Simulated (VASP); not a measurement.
# Au3C in VASP: further runs, part 2 of 2

VASP 6.6.1.

## (4) Single point, PBE

Input file INCAR:

```
SYSTEM = Au3C
PREC = Accurate ; ENCUT = 520
EDIFF = 1E-6 ; ISMEAR = 0
SIGMA = 0.1 ; LREAL = .FALSE.
LASPH = .TRUE. ; NELM = 80
ALGO = Normal ; ISIF = 2
LWAVE = .FALSE. ; LCHARG = .FALSE.
LDIPOL = .TRUE. ; IDIPOL = 3
DIPOL = 0.5 0.5 0.340 ; GGA = PE
NBANDS = 26
```

Input file KPOINTS:

```
regular mesh
0
G
  9 9 1
  0 0 0
```

Input file POSCAR:

```
Au3C
1.0
    2.9402049748      0.0000000000      0.0000000000
   -1.4701024874      2.5462922005      0.0000000000
    0.0000000000      0.0000000000     21.8974947720
Au C
3 1
Direct
    0.6666666667      0.3333333333      0.1826692981
    0.3333333333      0.6666666667      0.2945190844
    0.0000000000      0.0000000000      0.4063247812
    0.1111111111     -0.1111111111      0.4771091342
```

Potentials or basis: VASP PAW PBE potentials, release 64 (Au, C).

Started as:

```
$ cat potpaw_PBE.64/Au/POTCAR potpaw_PBE.64/C/POTCAR > POTCAR
$ mpirun -np 1 vasp_std > vasp.out
```

OUTCAR:

```text
SYSTEM = Au3C
   PREC = Accurate
   ENCUT = 520
   EDIFF = 1E-6
   ISMEAR = 0
   LREAL = .FALSE.
   LASPH = .TRUE.
   NELM = 80
   ISIF = 2
   GGA = PE

 ion  position               nearest neighbor table
   1  0.667  0.333  0.183-   2 2.98   2 2.98   2 2.98
   2  0.333  0.667  0.295-   3 2.98   3 2.98   3 2.98   1 2.98   1 2.98   1 2.98
   3  0.000  0.000  0.406-   4 1.65   2 2.98   2 2.98   2 2.98
   4  0.111  0.889  0.477-   3 1.65

  LATTYP: Found a hexagonal cell.
 ALAT       =     2.9402049748
 C/A-ratio  =     7.4476082313

  Lattice vectors:

 A1 = (   2.9402049748,   0.0000000000,   0.0000000000)
 A2 = (  -1.4701024874,   2.5462922005,   0.0000000000)
 A3 = (   0.0000000000,   0.0000000000,  21.8974947720)

Analysis of symmetry for initial positions (statically):
=====================================================================
 Subroutine PRICEL returns:
 Original cell was already a primitive cell.

 Routine SETGRP: Setting up the symmetry group for a
 hexagonal supercell.

 Subroutine GETGRP returns: Found  2 space group operations
 (whereof  2 operations were pure point group operations)
 out of a pool of 24 trial point group operations.

The static configuration has the point symmetry C_1h.

Analysis of symmetry for dynamics (positions and initial velocities):
=====================================================================
 Subroutine PRICEL returns:
 Original cell was already a primitive cell.

 Routine SETGRP: Setting up the symmetry group for a
 hexagonal supercell.

 Subroutine GETGRP returns: Found  2 space group operations
 (whereof  2 operations were pure point group operations)
 out of a pool of 24 trial point group operations.

The dynamic configuration has the point symmetry C_1h.

 Subroutine INISYM returns: Found  2 space group operations
 (whereof  2 operations are pure point group operations),
 and found     1 'primitive' translations

[... 122 lines left out ...]
   GGA     = PE    functional components
   LHFCALC =     F    Hartree Fock is set to
   AEXX    =    0.0000 exact exchange contribution
   IVDW    =     0    specifies the selected vdW correction
   LEPSILON=     F    determine dielectric tensor
   LRPA    =     F    only Hartree local field effects (RPA)
 non-spin polarized calculation
 Gauss-broadening in eV      SIGMA  =   0.10
  energy-cutoff  :      520.00
  volume of cell :      163.94
 maximum number of plane-waves:      4481
 NGX is ok and might be reduce to    24
   NGX = 11   NGY = 11   NGZ = 81

 dipolmoment           0.000000      0.000000     -0.221913 electrons x Angstroem

 number of electron      36.9999996 magnetization

 dipolmoment           0.000000      0.000000      0.047879 electrons x Angstroem

 Free energy of the ion-electron system (eV)
  ---------------------------------------------------
  ext. energy  EPLUGINS =         0.00000000
  ---------------------------------------------------
  free energy    TOTEN  =       -11.86118333 eV

  energy without entropy =      -11.84787872  energy(sigma->0) =      -11.85453102

 E-fermi :  -0.4198     XC(G=0):  -5.4127

 val. band max:       -0.4548058942   @ k =   0.3333   0.1111   0.0000
 cond. band min:      -0.3506439603   @ k =   0.0000   0.0000   0.0000
 fundamental gap:      0.1041619339
 Fermi energy:        -0.4197743800

 k-point     1 :       0.0000    0.0000    0.0000
  band No.  band energies     occupation
      1     -14.0543      2.00000
      2      -9.5173      2.00000
      3      -8.6399      2.00000
      4      -7.0593      2.00000
      5      -7.0469      2.00000
      6      -7.0047      2.00000
[... 685 lines left out ...]
     25       6.2763      0.00000
     26       7.9938      0.00000

 [... further k-points ...]

------------------------ aborting loop because EDIFF is reached ----------------------------------------

 vacuum level on the upper side and lower side of the slab       (xc-potential included)         0.557        -0.717

  FORCE on cell =-STRESS in cart. coord.  units (eV):
  Direction    XX          YY          ZZ          XY          YZ          ZX
  --------------------------------------------------------------------------------------
  -------------------------------------------------------------------------------------
  Total        2.2220291      0.6313672     15.1247631     -1.3775536     -2.3469286      4.0649703
  in kB       21.7160104      6.1703854    147.8151280    -13.4629061    -22.9366604     39.7271746
  external PRESSURE =      58.5671746 kB  Pullay stress =       0.0000000 kB

 VOLUME and BASIS-vectors are now :
 -----------------------------------------------------------------------------
  energy-cutoff  :      520.00
  volume of cell :      163.94
      direct lattice vectors                 reciprocal lattice vectors
     2.940204975  0.000000000  0.000000000     0.340112342  0.196363952  0.000000000
    -1.470102487  2.546292200  0.000000000     0.000000000  0.392727904  0.000000000
     0.000000000  0.000000000 21.897494772     0.000000000  0.000000000  0.045667325

 POSITION                                       TOTAL-FORCE (eV/Angst)
 -----------------------------------------------------------------------------------
      1.47010      0.84876      4.00000         0.002953     -0.001705     -0.012126
     -0.00000      1.69753      6.44923        -0.021432      0.012374     -0.170782
      0.00000      0.00000      8.89749        -2.579500      1.489275     -9.294099
     -0.98007      2.26337     10.44749         2.597978     -1.499943      9.477007
 -----------------------------------------------------------------------------------
    total drift:                                0.000014     -0.000008      0.000339

  FREE ENERGIE OF THE ION-ELECTRON SYSTEM (eV)
  ---------------------------------------------------
  free  energy   TOTEN  =       -11.8611833258 eV

  energy  without entropy=      -11.8478787154  energy(sigma->0) =      -11.85453102

 vacuum level on the upper side and lower side of the slab         5.965         4.706
```

stdout:

```text
POSCAR found type information on POSCAR AuC
 POSCAR found :  2 types and       4 ions
 scaLAPACK will be used
 LDA part: xc-table for (Slater+PW92), standard interpolation
 POSCAR, INCAR and KPOINTS ok, starting setup
 FFT: planning ... GRIDC
 FFT: planning ... GRID_SOFT
 FFT: planning ... GRID
 WAVECAR not read
 entering main loop
```

Run time: 3.8 min. Hardware: 1 thread of Oxide Virtual Turin-like, shared host; peak memory 0.31 GiB.

Results:

* Free energy: -11.8612 eV
* Largest force: 9.940 eV/Å

Forces on the atoms (eV/Å):
```
Au   0.003 -0.002 -0.012
Au  -0.021  0.012 -0.171
Au  -2.579  1.489 -9.294
C    2.598 -1.500  9.477
```

Levels at points of the mesh, in eV from the Fermi level:
```tsv
k point	band 15	band 16	band 17	band 18	band 19	band 20	band 21	band 22	band 23	band 24
(0.00, 0.00, 0.00)	-2.81	-2.78	-1.99	-1.98	-1.86	0.07	2.12	2.48	4.84	5.75
```

Caveat: spin-orbit coupling is left out, which moves the levels of the heavy elements.

## (5) Single point, PBE

Input file INCAR:

```
SYSTEM = Au3C
PREC = Accurate
ENCUT = 520
EDIFF = 1E-7
ISMEAR = 0
SIGMA = 0.1
LREAL = .FALSE.
LASPH = .TRUE.
NELM = 60
ALGO = Normal
ISIF = 2
LWAVE = .FALSE.
LCHARG = .TRUE.
LDIPOL = .TRUE.
IDIPOL = 3
DIPOL = 0.5 0.5 0.348
GGA = PE
LELF = .TRUE.
LVHAR = .TRUE.
LVACPOTAV = .TRUE.
NBANDS = 26
```

KPOINTS is that of step 4.

POSCAR, as its differences from that of step 4:

```diff
@@ -11,2 +11,2 @@
     0.0000000000      0.0000000000      0.4063247812
-    0.1111111111     -0.1111111111      0.4771091342
+    0.1111111111     -0.1111111111      0.5099896079
```

Started as:

```
$ cat potpaw_PBE.64/Au/POTCAR potpaw_PBE.64/C/POTCAR > POTCAR
$ mpirun -np 1 vasp_std > vasp.out
```

It took 3.3 min on 1 thread of Oxide Virtual Turin-like, shared host; peak memory 0.31 GiB.

Results (log left out):

* Free energy: -12.6737 eV
* Largest force: 1.734 eV/Å

Forces in eV/Å, atoms in the order of the input:
```
Au   0.000  0.000  0.127
Au  -0.005  0.003 -0.009
Au   0.418 -0.241  1.549
C   -0.413  0.238 -1.667
```

Levels at points of the mesh, in eV from the Fermi level:
```tsv
k point	band 17	band 18	band 19	band 20	band 21	band 22
(0.00, 0.00, 0.00)	-2.20	-1.93	-1.92	-0.21	2.52	2.60
```

Caveat: spin-orbit coupling is left out, which moves the levels of the heavy elements.
